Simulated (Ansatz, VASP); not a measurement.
Two plane-wave programs on Se

```
Se
1.0
     4.61921    0.00000    0.00000
    -2.30961    4.00035    0.00000
     0.00000    0.00000    3.67522
Se
3
Direct
  0.00000 0.00000 0.00000
  0.33333 0.66667 0.50000
  0.66667 0.33333 0.50000
```

Alike in both runs: task single point; functional BLYP; k mesh 9 × 9 × 9; occupations fermi-dirac, width 0.1 eV; no spin polarisation.

```csv
,VASP,Ansatz
version,VASP 6.6.1,Ansatz 0.2.0
potentials or method,"VASP PAW PBE potentials, release 64 (Se), cutoff 520 eV","plane waves (420 eV) with PAW, scalar-relativistic"
valence electrons in the cell,18,48
```

Ansatz gave:

* pressure (GPa): 4.7
* traceless stress, the component that is largest in VASP (GPa): -1.45

Q: Estimate VASP's values.

A: Pressure (GPa): 4.9; traceless stress, the component that is largest in VASP (GPa): -1.53.

VASP's potentials were made for PBE, not for BLYP. VASP's potentials hold 18 valence electrons a cell and Ansatz's 48, so a difference there can come from the potentials and not from the codes.
